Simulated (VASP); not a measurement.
Here is a VASP 6.6.1 calculation.

INCAR

```
SYSTEM = O
PREC = Accurate ; ENCUT = 520
EDIFF = 1E-7 ; ISMEAR = 1
SIGMA = 0.05 ; LREAL = .FALSE.
LASPH = .TRUE. ; NELM = 150
ALGO = Normal ; ISIF = 2
LWAVE = .FALSE. ; LCHARG = .FALSE.
ISPIN = 2 ; MAGMOM = 1 1
LORBIT = 11 ; GGA = PS
NBANDS = 17
```

Contents of KPOINTS:

```
regular mesh
0
G
  1 1 1
  0 0 0
```

The input POSCAR:

```
O
1.0
    9.0000000000      0.0000000000      0.0000000000
    0.0000000000      9.5000000000      0.0000000000
    0.0000000000      0.0000000000     10.0000000000
O
2
Direct
    0.5000000000      0.5000000000      0.4395011910
    0.5000000000      0.5000000000      0.5604988090
```

Potentials or basis: VASP PAW PBE potentials, release 64 (O).

Run with:

```sh
$ cat potpaw_PBE.64/O/POTCAR > POTCAR
$ mpirun -np 1 vasp_gam > vasp.out
```

Task: What does it give for the gap between the frontier levels?

Result: 2.26 eV.

Task: Predict the largest force.

Result: 1.384 eV/Å.

Forces in eV/Å, atoms in the order of the input:
```
O    0.000  0.000 -1.384
O    0.000  0.000  1.384
```

Caveat: the standard files for N, O and F lose accuracy on very short bonds; the PAW data sets were made with another functional, which shifts forces and pressure a little.
